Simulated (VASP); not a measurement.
# Na2S (Fm-3m) in VASP: a series of runs, part 2 of 2

VASP 6.6.1. The steps go on from the part before.

## 4. Single point, PBEsol

This run uses another cell than the first one, of 20.57 Å³/atom, 1.060 times its volume.

Input file INCAR:

```
PREC = Accurate
ENCUT = 500
EDIFF = 1E-6
ISMEAR = 0
SIGMA = 0.01
LREAL = F
LASPH = T
NELM = 120
ALGO = Normal
ISIF = 2
LWAVE = F
LCHARG = F
GGA = PS
NBANDS = 17
GGA_COMPAT = F
```

Input file KPOINTS:

```
regular mesh
0
Gamma
  6 6 6
```

Input file POSCAR:

```
Na2S
1.0
    3.1362221247      3.1362221247      0.0000000000
   -3.1362221247      3.1362221247      0.0000000000
    0.0000000000      3.1362221247      3.1362221247
Na S
2 1
Direct
    0.2500000000      0.7500000000      0.5000000000
    0.7500000000      0.2500000000      0.5000000000
    0.0000000000      0.0000000000      0.0000000000
```

Run with:

```console
$ cat potpaw_PBE.64/Na_pv/POTCAR potpaw_PBE.64/S/POTCAR > POTCAR
$ mpirun -np 1 vasp_std > vasp.out
```

It took 18 s on 1 thread of AMD EPYC 7R13, shared host; peak memory 0.14 GiB.

Results (log left out):

| Item | Value |
| --- | --- |
| Free energy | -10.2904 eV |
| Pressure | 4.1 GPa |
| Band gap on the k mesh | 2.79 eV, direct |

Levels at points of the mesh, in eV from the valence-band top:
| k point | band 6 | band 7 | band 8 | band 9 | band 10 | band 11 | band 12 | band 13 | band 14 | band 15 |
| --- | --- | --- | --- | --- | --- | --- | --- | --- | --- | --- |
| (0.00, 0.00, 0.00) | -21.75 | -10.32 | 0.00 | 0.00 | 0.00 | 2.79 | 8.09 | 8.09 | 8.09 | 9.58 |
| (0.50, 0.00, 0.00) | -21.79 | -9.97 | -1.90 | -0.14 | -0.14 | 5.24 | 6.81 | 7.33 | 7.33 | 11.85 |
| (0.50, 0.50, 0.00) | -21.73 | -9.86 | -1.69 | -0.51 | -0.51 | 3.73 | 6.32 | 9.44 | 10.50 | 10.50 |

Caveat: the PAW data sets were made with another functional, which shifts forces and pressure a little. PBEsol gaps usually lie below the measured ones, often by a third to a half.

## 5. Single point, PBEsol

This run uses another cell than the first one, of 21.55 Å³/atom, 1.111 times its volume.

Input file INCAR:

```
SYSTEM = Na2S
PREC = Accurate
ENCUT = 500
EDIFF = 1E-6
ISMEAR = 0
SIGMA = 0.01
LREAL = .FALSE.
LASPH = .TRUE.
NELM = 120
ALGO = Normal
ISIF = 2
LWAVE = .FALSE.
LCHARG = .TRUE.
GGA = PS
LELF = .TRUE.
LVHAR = .TRUE.
NBANDS = 17
GGA_COMPAT = .FALSE.
```

Input file KPOINTS:

```
regular mesh
0
G
  6 6 6
  0 0 0
```

Input file POSCAR:

```
Na2S
1.0
    3.1856633682      3.1856633682      0.0000000000
   -3.1856633682      3.1856633682      0.0000000000
    0.0000000000      3.1856633682      3.1856633682
Na S
2 1
Direct
    0.2500000000      0.7500000000      0.5000000000
    0.7500000000      0.2500000000      0.5000000000
    0.0000000000      0.0000000000      0.0000000000
```

Potentials or basis: VASP PAW PBE potentials, release 64 (Na_pv, S).

Run with:

```console
$ cat potpaw_PBE.64/Na_pv/POTCAR potpaw_PBE.64/S/POTCAR > POTCAR
$ mpirun -np 1 vasp_std > vasp.out
```

OUTCAR:

```text
SYSTEM = Na2S
   PREC = Accurate
   ENCUT = 500
   EDIFF = 1E-6
   ISMEAR = 0
   LREAL = .FALSE.
   LASPH = .TRUE.
   NELM = 120
   ISIF = 2
   GGA = PS

 ion  position               nearest neighbor table
   1  0.250  0.750  0.500-   3 2.76   3 2.76   3 2.76   3 2.76
   2  0.750  0.250  0.500-   3 2.76   3 2.76   3 2.76   3 2.76
   3  0.000  0.000  0.000-   2 2.76   1 2.76   1 2.76   2 2.76   1 2.76   2 2.76   2 2.76   1 2.76

  LATTYP: Found a face centered cubic cell.
 ALAT       =     6.3713267364

  Lattice vectors:

 A1 = (   0.0000000000,   3.1856633682,   3.1856633682)
[... 501 lines left out ...]
  Direction    XX          YY          ZZ          XY          YZ          ZX
  --------------------------------------------------------------------------------------
  -------------------------------------------------------------------------------------
  Total        0.8506163      0.8506163      0.8506163      0.0000000      0.0000000     -0.0000000
  in kB       21.0772830     21.0772830     21.0772830      0.0000000      0.0000000     -0.0000000
  external PRESSURE =      21.0772830 kB  Pullay stress =       0.0000000 kB

 VOLUME and BASIS-vectors are now :
 -----------------------------------------------------------------------------
  energy-cutoff  :      500.00
  volume of cell :       64.66
      direct lattice vectors                 reciprocal lattice vectors
     3.185663368  3.185663368  0.000000000     0.156953181  0.156953181 -0.156953181
    -3.185663368  3.185663368  0.000000000    -0.156953181  0.156953181 -0.156953181
     0.000000000  3.185663368  3.185663368     0.000000000  0.000000000  0.313906362

 POSITION                                       TOTAL-FORCE (eV/Angst)
 -----------------------------------------------------------------------------------
     -1.59283      4.77850      1.59283         0.000000     -0.000000     -0.000000
      1.59283      4.77850      1.59283        -0.000000      0.000000      0.000000
      0.00000      0.00000      0.00000        -0.000000      0.000000      0.000000
 -----------------------------------------------------------------------------------
    total drift:                                0.000000      0.000000      0.000000

  FREE ENERGIE OF THE ION-ELECTRON SYSTEM (eV)
  ---------------------------------------------------
  free  energy   TOTEN  =       -10.3478998712 eV

  energy  without entropy=      -10.3478998712  energy(sigma->0) =      -10.34789987
```

stdout:

```text
POSCAR found type information on POSCAR NaS
 POSCAR found :  2 types and       3 ions
 scaLAPACK will be used
 -----------------------------------------------------------------------------
|                                                                             |
|                                                                             |
|     You enforced a specific xc type in the INCAR file but a different       |
|     I HOPE YOU KNOW WHAT YOU ARE DOING!                                     |
|                                                                             |
 -----------------------------------------------------------------------------

 LDA part: xc-table for (Slater+PW92), standard interpolation
 POSCAR, INCAR and KPOINTS ok, starting setup
 FFT: planning ... GRIDC
 FFT: planning ... GRID_SOFT
 FFT: planning ... GRID
 WAVECAR not read
 entering main loop
```

It took 34 s on 1 thread of AMD EPYC 7R13, shared host; peak memory 0.16 GiB.

Results:

| Property | Result |
| --- | --- |
| Free energy | -10.3479 eV |
| Pressure | 2.1 GPa |
| Band gap on the k mesh | 2.63 eV, direct |

Levels at points of the mesh, in eV from the valence-band top:
```tsv
k point	band 7	band 8	band 9	band 10	band 11	band 12	band 13	band 14
(0.00, 0.00, 0.00)	-10.25	0.00	0.00	0.00	2.63	7.93	7.93	7.93
(0.50, 0.00, 0.00)	-9.93	-1.82	-0.14	-0.14	5.04	6.63	7.23	7.23
(0.50, 0.50, 0.00)	-9.84	-1.62	-0.50	-0.50	3.73	6.18	9.04	10.18
```

Caveat: the PAW data sets were made with another functional, which shifts forces and pressure a little.

## 6. Single point, PBEsol

This run uses another cell than the first one, of 22.90 Å³/atom, 1.180 times its volume.

Input file INCAR:

```
SYSTEM = Na2S
ALGO = Normal
EDIFF = 1E-6
ENCUT = 500
GGA = PS
GGA_COMPAT = .False.
ISIF = 2
ISMEAR = 0
LASPH = .True.
LCHARG = .True.
LELF = .True.
LREAL = .False.
LVHAR = .True.
LWAVE = .False.
NBANDS = 17
NELM = 120
PREC = Accurate
SIGMA = 0.01
```

Input file KPOINTS:

```
k-points
0
Gamma
  6 6 6
  0 0 0
```

Input file POSCAR:

```
Na2S
1.0
    3.2506226757      3.2506226757      0.0000000000
   -3.2506226757      3.2506226757      0.0000000000
    0.0000000000      3.2506226757      3.2506226757
Na S
2 1
Direct
    0.2500000000      0.7500000000      0.5000000000
    0.7500000000      0.2500000000      0.5000000000
    0.0000000000      0.0000000000      0.0000000000
```

Potentials or basis: VASP PAW PBE potentials, release 64 (Na_pv, S).

Run with:

```console
$ cat potpaw_PBE.64/Na_pv/POTCAR potpaw_PBE.64/S/POTCAR > POTCAR
$ mpirun -np 1 vasp_std > vasp.out
```

It took 36 s on 1 thread of AMD EPYC 7R13, shared host; peak memory 0.17 GiB.

The run converged. Its results:

```yaml
Free_energy: -10.3748 eV
Pressure: 0.1 GPa
Band_gap_on_the_k_mesh: 2.42 eV, direct
```

Levels at points of the mesh, in eV from the valence-band top:
| k point | band 8 | band 9 | band 10 | band 11 | band 12 | band 13 |
| --- | --- | --- | --- | --- | --- | --- |
| (0.00, 0.00, 0.00) | 0.00 | 0.00 | 0.00 | 2.42 | 7.72 | 7.72 |
| (0.50, 0.00, 0.00) | -1.71 | -0.14 | -0.14 | 4.78 | 6.39 | 7.10 |
| (0.50, 0.50, 0.00) | -1.52 | -0.47 | -0.47 | 3.71 | 6.00 | 8.54 |

Caveat: the PAW data sets were made with another functional, which shifts forces and pressure a little.

## 7. Summary

| cell | gap on the mesh (eV) | pressure (GPa) |
| --- | --- | --- |
| a = 4.350 Å, angles 60.0, 60.0, 90.0°, 3 atoms | 3.01 | 7.1 |
| a = 4.435 Å, angles 60.0, 60.0, 90.0°, 3 atoms | 2.79 | 4.1 |
| a = 4.505 Å, angles 60.0, 60.0, 90.0°, 3 atoms | 2.63 | 2.1 |
| a = 4.597 Å, angles 60.0, 60.0, 90.0°, 3 atoms | 2.42 | 0.1 |

Alike in all rows: task single point; level PBEsol; potentials or basis VASP PAW PBE potentials, release 64 (Na_pv, S); no spin polarisation; k mesh 6 × 6 × 6; cutoff (eV) 500; smearing gaussian 0.01 eV.

Caveats: the PAW data sets were made with another functional, which shifts forces and pressure a little.

Total energies depend on the potentials used, so only differences within one code and one set of settings carry meaning.
